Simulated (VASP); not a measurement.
Wanted: the native input for a VASP 6.6.1 run.

```
Task                   : single point
Functional             : PBEsol
Potentials or basis    : VASP PAW PBE potentials, release 64 (Re)
Cutoff                 : 520 eV
k mesh                 : 20 × 20 × 20
Occupations            : gaussian, width 0.15 eV
Spin                   : no spin polarisation
Dipole correction      : no
Further INCAR settings : ALGO = Normal; EDIFF = 1e-06; NBANDS = 10
```

The structure of Re lies in POSCAR:

```
Re
1.0
    0.0000000000      1.8960000000      1.9750000000
    1.8960000000      0.0000000000      1.9750000000
    1.8960000000      1.8960000000      0.0000000000
Re
1
Direct
    0.0000000000      0.0000000000      0.0000000000
```

This cell differs from its parent crystal: strain -0.040 along x and y, +0.000 along z.

These files were run (other wordings do the same):

INCAR

```
  PREC = Accurate
  ENCUT = 520
  EDIFF = 1E-6
  ISMEAR = 0
  SIGMA = 0.15
  LREAL = False
  LASPH = True
  NELM = 100
  ALGO = Normal
  ISIF = 2
  LWAVE = False
  LCHARG = True
  GGA = PS
  LELF = True
  LVHAR = True
  NBANDS = 10
```

KPOINTS

```
Automatic mesh
0
Gamma
  20 20 20
```

Potentials or basis: VASP PAW PBE potentials, release 64 (Re).

Run with:

```bash
$ cat potpaw_PBE.64/Re/POTCAR > POTCAR
$ mpirun -np 1 vasp_std > vasp.out
```

Results of the run:

```yaml
Pressure: 12.2 GPa
Band_gap_on_the_k_mesh: zero (an odd number of electrons rules out a gap without spin polarisation)
```

Caveat: the cell differs from its parent crystal (strain -0.040 along x and y, +0.000 along z); the cell stands under pressure; the PAW data sets were made with another functional, which shifts forces and pressure a little; spin-orbit coupling is left out, which moves the levels of the heavy elements.

Run time: 37 s on 1 thread of AMD EPYC 9R45 96-Core Processor (Zen 5), with other jobs on the host, peak memory 0.17 GiB.
